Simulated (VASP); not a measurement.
# NiSb (P6_3/mmc) in VASP: a series of runs, part 2 of 2

VASP 6.6.1. The steps go on from the part before.

## 5. Single point, PBE

This run uses another cell than the first one, of 17.10 Å³/atom.

INCAR

```
SYSTEM = NiSb
PREC = Accurate
ENCUT = 520
EDIFF = 1E-6
ISMEAR = -1
SIGMA = 0.05
LREAL = .False.
LASPH = .True.
NELM = 100
ALGO = Normal
ISIF = 2
LWAVE = .False.
LCHARG = .True.
GGA = PE
LELF = .True.
LVHAR = .True.
NBANDS = 23
```

KPOINTS

```
regular mesh
0
Gamma
  8 8 5
  0 0 0
```

POSCAR

```
NiSb
1.0
    3.9280000000      0.0000000000      0.0000000000
   -1.9640000000      3.4017477861      0.0000000000
    0.0000000000      0.0000000000      5.1200000000
Sb Ni
2 2
Direct
    0.6666666667      0.3333333333      0.7500000000
    0.3333333333      0.6666666667      0.2500000000
    0.0000000000      0.0000000000      0.5000000000
    0.0000000000      0.0000000000      0.0000000000
```

Run with:

```sh
$ cat potpaw_PBE.64/Sb/POTCAR potpaw_PBE.64/Ni/POTCAR > POTCAR
$ mpirun -np 1 vasp_std > vasp.out
```

Run time: 77 s. Hardware: 1 thread of Oxide Virtual Turin-like, shared host; peak memory 0.17 GiB.

The run converged. Its results:

```
Free energy            : -20.2923 eV
Pressure               : 3.6 GPa
Band gap on the k mesh : zero (bands 15 and 16 overlap by 2.76 eV)
```

Stress tensor (GPa, compression positive):
```
3.76 0.00 0.00
0.00 3.76 0.00
0.00 0.00 3.26
```

Levels at points of the mesh, in eV from the Fermi level:
```csv
k point,band 13,band 14,band 15,band 16,band 17,band 18
"(0.00, 0.00, 0.00)",-0.01,0.63,0.63,2.52,2.52,3.18
"(0.50, 0.00, 0.00)",-1.58,-1.38,-1.31,-0.33,1.17,3.47
```

Caveat: the cell stands under pressure; spin-orbit coupling is left out, which moves the levels of the heavy elements. Spin polarisation is off, so any magnetic state and its effect on volume and gap are missing.

## 6. Single point, PBE, collinear spin, antiferromagnetic start

This run uses another cell than the first one, of 17.10 Å³/atom.

INCAR

```
  PREC = Accurate
  ENCUT = 520
  EDIFF = 1E-6
  ISMEAR = -1
  SIGMA = 0.05
  LREAL = False
  LASPH = True
  NELM = 150
  ALGO = Fast
  ISIF = 2
  LWAVE = False
  LCHARG = False
  ISPIN = 2
  MAGMOM = 0 0 1 -1
  LORBIT = 11
  LMAXMIX = 4
  GGA = PE
  NBANDS = 27
```

KPOINTS

```
regular mesh
0
Gamma
  8 8 5
```

POSCAR is that of step 5.

Potentials or basis: VASP PAW PBE potentials, release 64 (Sb, Ni).

Run with:

```sh
$ cat potpaw_PBE.64/Sb/POTCAR potpaw_PBE.64/Ni/POTCAR > POTCAR
$ mpirun -np 1 vasp_std > vasp.out
```

OUTCAR:

```text
PREC = Accurate
   ENCUT = 520
   EDIFF = 1E-6
   ISMEAR = -1
   LREAL = False
   LASPH = True
   NELM = 150
   ISIF = 2
   ISPIN = 2
   LORBIT = 11
   GGA = PE

 ion  position               nearest neighbor table
   1  0.667  0.333  0.750-   3 2.60   4 2.60   3 2.60   4 2.60   3 2.60   4 2.60   2 3.42   2 3.42
                             2 3.42   2 3.42   2 3.42   2 3.42
   2  0.333  0.667  0.250-   3 2.60   4 2.60   3 2.60   4 2.60   3 2.60   4 2.60   1 3.42   1 3.42
                             1 3.42   1 3.42   1 3.42   1 3.42
   3  0.000  0.000  0.500-   4 2.56   4 2.56   1 2.60   2 2.60   1 2.60   2 2.60   1 2.60   2 2.60

   4  0.000  0.000  0.000-   3 2.56   3 2.56   1 2.60   2 2.60   1 2.60   2 2.60   1 2.60   2 2.60

  LATTYP: Found a hexagonal cell.
 ALAT       =     3.9280000000
 C/A-ratio  =     1.3034623218

  Lattice vectors:

 A1 = (   3.9280000000,   0.0000000000,   0.0000000000)
 A2 = (  -1.9640000000,   3.4017477861,   0.0000000000)
 A3 = (   0.0000000000,   0.0000000000,   5.1200000000)

Analysis of symmetry for initial positions (statically):
=====================================================================
 Subroutine PRICEL returns:
 Original cell was already a primitive cell.

 Routine SETGRP: Setting up the symmetry group for a
 hexagonal supercell.

 Subroutine GETGRP returns: Found 24 space group operations
 (whereof 12 operations were pure point group operations)
 out of a pool of 24 trial point group operations.

The static configuration has the point symmetry D_3d.
 The point group associated with its full space group is D_6h.

Analysis of symmetry for dynamics (positions and initial velocities):
=====================================================================
 Subroutine PRICEL returns:
 Original cell was already a primitive cell.

 Routine SETGRP: Setting up the symmetry group for a
 hexagonal supercell.

 Subroutine GETGRP returns: Found 24 space group operations
 (whereof 12 operations were pure point group operations)
 out of a pool of 24 trial point group operations.

The dynamic configuration has the point symmetry D_3d.
 The point group associated with its full space group is D_6h.

Analysis of structural, dynamic, and magnetic symmetry:
=====================================================================
 Subroutine PRICEL returns:
 Original cell was already a primitive cell.

 Routine SETGRP: Setting up the symmetry group for a
 hexagonal supercell.

 Subroutine GETGRP returns: Found 24 space group operations
 (whereof 12 operations were pure point group operations)
 out of a pool of 24 trial point group operations.

The overall configuration has the point symmetry D_3d.
 The point group associated with its full space group is D_6h.

 Subroutine INISYM returns: Found 24 space group operations
 (whereof 12 operations are pure point group operations),
 and found     1 'primitive' translations

----------------------------------------------------------------------------------------

                                     Primitive cell

  volume of cell :      68.4138

  direct lattice vectors                    reciprocal lattice vectors
     3.928000000  0.000000000  0.000000000     0.254582485  0.146983266  0.000000000
    -1.964000000  3.401747786  0.000000000     0.000000000  0.293966532  0.000000000
[... 86 lines left out ...]
   LASPH  =      T    aspherical Exc in radial PAW
   ENCUT  =  520.0 eV  38.22 Ry    6.18 a.u.   7.30  7.30  9.52*2*pi/ulx,y,z
   NELM   =    150;   NELMIN=  2; NELMDL= -5     # of ELM steps
   EDIFF  = 0.1E-05   stopping-criterion for ELM
   LREAL  =      F    real-space projection
   EDIFFG = 0.1E-04   stopping-criterion for IOM
   NSW    =      0    number of steps for IOM
   IBRION =     -1    ionic relax: 0-MD 1-quasi-New 2-CG
   NFREE  =      0    steps in history (QN), initial steepest desc. (CG)
   ISIF   =      2    stress and relaxation
   ISYM   =      2    0-nonsym 1-usesym 2-fastsym
   POTIM  = 0.5000    time-step for ionic-motion
   TEBEG  =    0.0;   TEEND  =   0.0 temperature during run
   PSTRESS=    0.0 pullay stress
   NELECT =      30.0000    total number of electrons
   NUPDOWN=      -1.0000    fix difference up-down
   EMIN   =  10.00;   EMAX   =-10.00  energy-range for DOS
   EFERMI =   0.00;   METHOD = LEGACY
   ISMEAR =    -1;   SIGMA  =   0.05  broadening in eV -4-tet -1-fermi 0-gaus
   EFERMI_NEDOS =   21; number of points for ismear=-14 and -15
   IALGO  =     68    algorithm
   IMIX   =      4    mixing-type and parameters
     AMIX     =   0.40;   BMIX     =  1.00
     AMIX_MAG =   1.60;   BMIX_MAG =  1.00
  volume/ion in A,a.u.               =      17.10       115.42
  Fermi-wavevector in a.u.,A,eV,Ry     =   1.243753  2.350352 21.047138  1.546921
  Thomas-Fermi vector in A             =   2.378050
   LORBIT       =     11    0 simple, 1 ext, 2 COOP (PROOUT), +10 PAW based schemes
   GGA     = PE    functional components
   LHFCALC =     F    Hartree Fock is set to
   AEXX    =    0.0000 exact exchange contribution
   IVDW    =     0    specifies the selected vdW correction
   LEPSILON=     F    determine dielectric tensor
   LRPA    =     F    only Hartree local field effects (RPA)
 spin polarized calculation
 RMM-DIIS sequential band-by-band and
  energy-cutoff  :      520.00
  volume of cell :       68.41
 maximum number of plane-waves:      1867
 NGX is ok and might be reduce to    30
   NGX = 15   NGY = 15   NGZ = 19

 number of electron      30.0000034 magnetization      -0.0000000

 number of electron      30.0000034 magnetization       0.0000000

 Free energy of the ion-electron system (eV)
  ---------------------------------------------------
  ext. energy  EPLUGINS =         0.00000000
  ---------------------------------------------------
  free energy    TOTEN  =       -20.29226385 eV

  energy without entropy =      -20.27271872  energy(sigma->0) =      -20.28249128

 E-fermi :  10.0328     XC(G=0): -11.5321

 val. band max:       10.0210561222   @ k =   0.0000   0.0000   0.0000
 cond. band min:      10.0356305444   @ k =   0.1250   0.0000   0.0000
 fundamental gap:      0.0145744222
 Fermi energy:        10.0327773910

 spin component 1

 k-point     1 :       0.0000    0.0000    0.0000
  band No.  band energies     occupation
      1      -2.9321      1.00000
      2       1.6358      1.00000
      3       3.8001      1.00000
      4       6.1210      1.00000
      5       6.1210      1.00000
      6       6.8837      1.00000
[... 709 lines left out ...]
     26      20.8744      0.00000
     27      21.7030      0.00000

 [... further k-points ...]

 spin component 2

 k-point     1 :       0.0000    0.0000    0.0000
  band No.  band energies     occupation
      1      -2.9321      1.00000
      2       1.6358      1.00000
      3       3.8001      1.00000
      4       6.1210      1.00000
      5       6.1210      1.00000
      6       6.8837      1.00000
[... 709 lines left out ...]
     26      20.8745      0.00000
     27      21.7027      0.00000

 [... further k-points ...]
[... 5 lines left out ...]
  --------------------------------------------------------------------------------------
  -------------------------------------------------------------------------------------
  Total        1.6103171      1.6103171      1.3950438     -0.0000000      0.0000000      0.0000000
  in kB       37.7119019     37.7119019     32.6704325     -0.0000000      0.0000000      0.0000000
  external PRESSURE =      36.0314121 kB  Pullay stress =       0.0000000 kB

 VOLUME and BASIS-vectors are now :
 -----------------------------------------------------------------------------
  energy-cutoff  :      520.00
  volume of cell :       68.41
      direct lattice vectors                 reciprocal lattice vectors
     3.928000000  0.000000000  0.000000000     0.254582485  0.146983266  0.000000000
    -1.964000000  3.401747786  0.000000000     0.000000000  0.293966532  0.000000000
     0.000000000  0.000000000  5.120000000     0.000000000  0.000000000  0.195312500

 POSITION                                       TOTAL-FORCE (eV/Angst)
 -----------------------------------------------------------------------------------
      1.96400      1.13392      3.84000         0.000000      0.000000      0.000000
     -0.00000      2.26783      1.28000         0.000000     -0.000000      0.000000
      0.00000      0.00000      2.56000        -0.000000     -0.000000      0.000000
      0.00000      0.00000      0.00000        -0.000000     -0.000000      0.000000
 -----------------------------------------------------------------------------------
    total drift:                               -0.000000      0.000000     -0.000000

  FREE ENERGIE OF THE ION-ELECTRON SYSTEM (eV)
  ---------------------------------------------------
  free  energy   TOTEN  =       -20.2922638459 eV

  energy  without entropy=      -20.2727187215  energy(sigma->0) =      -20.28249128

 total charge

# of ion       s       p       d       tot
------------------------------------------
    1        1.130   1.224   0.076   2.430
    2        1.130   1.224   0.076   2.430
    3        0.450   0.487   8.465   9.402
    4        0.450   0.487   8.465   9.402
--------------------------------------------------
tot          3.161   3.422  17.083  23.666

 magnetization (x)

# of ion       s       p       d       tot
------------------------------------------
    1        0.000   0.000   0.000   0.000
    2        0.000   0.000   0.000   0.000
    3        0.000   0.000  -0.000  -0.000
    4       -0.000  -0.000   0.000   0.000
--------------------------------------------------
tot          0.000   0.000   0.000   0.000
```

OSZICAR:

```text
N       E                     dE             d eps       ncg     rms          rms(c)
DAV:   1     0.177498599341E+03    0.17750E+03   -0.11846E+04  3240   0.115E+03
DAV:   2    -0.104469581169E+02   -0.18795E+03   -0.17585E+03  3288   0.256E+02
DAV:   3    -0.212918942824E+02   -0.10845E+02   -0.10474E+02  3848   0.730E+01
DAV:   4    -0.215298372967E+02   -0.23794E+00   -0.23742E+00  3803   0.100E+01
DAV:   5    -0.215377437877E+02   -0.79065E-02   -0.79060E-02  4103   0.192E+00    0.143E+01
RMM:   6    -0.245180443234E+02   -0.29803E+01   -0.20090E+01  3676   0.411E+01    0.190E+01
RMM:   7    -0.203261059832E+02    0.41919E+01   -0.64481E+00  3401   0.235E+01    0.312E+00
RMM:   8    -0.203010857618E+02    0.25020E-01   -0.19886E-01  3346   0.198E+00    0.139E+00
RMM:   9    -0.202916885178E+02    0.93972E-02   -0.42113E-02  3629   0.177E+00    0.555E-01
RMM:  10    -0.202920809318E+02   -0.39241E-03   -0.54046E-03  4277   0.402E-01    0.204E-01
RMM:  11    -0.202921927345E+02   -0.11180E-03   -0.81429E-04  3874   0.173E-01    0.861E-02
RMM:  12    -0.202922539395E+02   -0.61205E-04   -0.31981E-04  3922   0.137E-01    0.675E-02
RMM:  13    -0.202922620347E+02   -0.80952E-05   -0.12618E-04  4269   0.774E-02    0.272E-02
RMM:  14    -0.202922644545E+02   -0.24199E-05   -0.33156E-05  4586   0.298E-02    0.158E-02
RMM:  15    -0.202922638459E+02    0.60865E-06   -0.47105E-06  3468   0.132E-02
   1 F= -.20292264E+02 E0= -.20282491E+02  d E =-.195451E-01  mag=     0.0000
```

stdout:

```text
POSCAR found type information on POSCAR SbNi
 POSCAR found :  2 types and       4 ions
 scaLAPACK will be used
 LDA part: xc-table for (Slater+PW92), standard interpolation
 POSCAR, INCAR and KPOINTS ok, starting setup
 FFT: planning ... GRIDC
 FFT: planning ... GRID_SOFT
 FFT: planning ... GRID
 WAVECAR not read
 entering main loop
```

It took 3.2 min on 1 thread of Oxide Virtual Turin-like, shared host; peak memory 0.23 GiB.

What came out:

```
Free energy                                           : -20.2923 eV
Pressure                                              : 3.6 GPa
Band gap on the k mesh                                : zero (filled and empty bands overlap)
Net moment                                            : 0.00 μB per cell
Valence electrons inside the program's atomic spheres : Sb 2.43; Ni 9.40
```

Stress tensor (GPa, compression positive):
```
3.77 0.00 0.00
0.00 3.77 0.00
0.00 0.00 3.27
```

Caveat: the cell stands under pressure; the moments typed at the start vanished in this run; spin-orbit coupling is left out, which moves the levels of the heavy elements.

## 7. Overview

```csv
level,spin,cell,k mesh,gap on the mesh (eV),pressure (GPa),moment (μB)
PBEsol,"collinear, ferromagnetic start","a = 3.928, b = 3.928, c = 5.222 Å, angles 90.0, 90.0, 120.0°, 4 atoms",7 × 7 × 5,none,-4.1,0.00
PBEsol,"collinear, ferromagnetic start","a = 3.928, b = 3.928, c = 5.325 Å, angles 90.0, 90.0, 120.0°, 4 atoms",7 × 7 × 4,none,-5.9,0.00
r2SCAN,"collinear, ferromagnetic start","a = 3.928, b = 3.928, c = 5.120 Å, angles 90.0, 90.0, 120.0°, 4 atoms",8 × 8 × 5,none,0.1,0.00
PBE,off,"a = 3.928, b = 3.928, c = 5.120 Å, angles 90.0, 90.0, 120.0°, 4 atoms",8 × 8 × 5,none,3.6,-
PBE,"collinear, antiferromagnetic start","a = 3.928, b = 3.928, c = 5.120 Å, angles 90.0, 90.0, 120.0°, 4 atoms",8 × 8 × 5,none,3.6,0.00
```

Alike in all rows: task single point; potentials or basis VASP PAW PBE potentials, release 64 (Sb, Ni); cutoff (eV) 520; smearing fermi-dirac 0.05 eV.

Caveats: spin-orbit coupling is left out, which moves the levels of the heavy elements; the moments typed at the start vanished in this run (at least some runs); the PAW data sets were made with another functional, which shifts forces and pressure a little (at least some runs); the cell stands under tension (at least some runs); the cell stands under pressure (at least some runs).

Total energies depend on the potentials used, so only differences within one code and one set of settings carry meaning.

The gap in the log of VASP goes by the Fermi energy; the results here count the filled bands.